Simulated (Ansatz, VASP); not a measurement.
## Mo: VASP beside Ansatz

The input INCAR:

```
SYSTEM = Mo
  ALGO = Normal
  EDIFF = 1E-6
  ENCUT = 520
  GGA = RP
  ISIF = 2
  ISMEAR = -1
  LASPH = .TRUE.
  LCHARG = .TRUE.
  LELF = .TRUE.
  LREAL = .FALSE.
  LVHAR = .TRUE.
  LWAVE = .FALSE.
  NBANDS = 21
  NELM = 80
  PREC = Accurate
  SIGMA = 0.1
```

KPOINTS

```
k-points
0
G
  15 15 7
  0 0 0
```

The input POSCAR:

```
Mo
1.0
    2.8775133750      0.0000000000      0.0000000000
   -1.4387566875      2.4919996825      0.0000000000
    0.0000000000      0.0000000000      5.1072672622
Mo
2
Direct
    0.3333333333      0.6666666667      0.2500000000
    0.6666666667      0.3333333333      0.7500000000
```

Input for Ansatz:

```yaml
crystal:
  lattice:
    - [2.877513375, 0.0, 0.0]
    - [-1.4387566875, 2.4919996825, 0.0]
    - [0.0, 0.0, 5.1072672622]
  atoms:
    - { symbol: Mo, position: [0.3333333333, 0.6666666667, 0.25] }
    - { symbol: Mo, position: [0.6666666667, 0.3333333333, 0.75] }
hamiltonian:
  xc: rpbe
  pseudopotentials:
    kind: paw
    azcp:
      Mo: "pseudopotentials/Mo.paw.azcp"
basis:
  ecutwfc: 420
  fft_grid_basis: typed
kpoints:
  mp_grid: { grid: [15, 15, 7], shift: [0, 0, 0] }
magnetization:
  spin_polarized: false
scf:
  occupations: { method: fermi_dirac, width: 0.1 }
  lower_state_search: "off"
output:
  stress: true
```

Alike in both runs: task single point; functional RPBE; k mesh 15 × 15 × 7; occupations fermi-dirac, width 0.1 eV; no spin polarisation.

```csv
,VASP,Ansatz
version,VASP 6.6.1,Ansatz 0.2.0
potentials or method,"VASP PAW PBE potentials, release 64 (Mo_sv), cutoff 520 eV","plane waves (420 eV) with PAW, scalar-relativistic"
valence electrons in the cell,28,28
```

```csv
,VASP,Ansatz,Ansatz less VASP
pressure (GPa),-20.1,-20.3,-0.26
"traceless stress, the component that is largest in VASP (GPa)",2.36,2.42,+0.057
```

VASP's potentials were made for PBE, not for RPBE. The functional is the same, so the differences come from potentials, cutoffs and numerics.
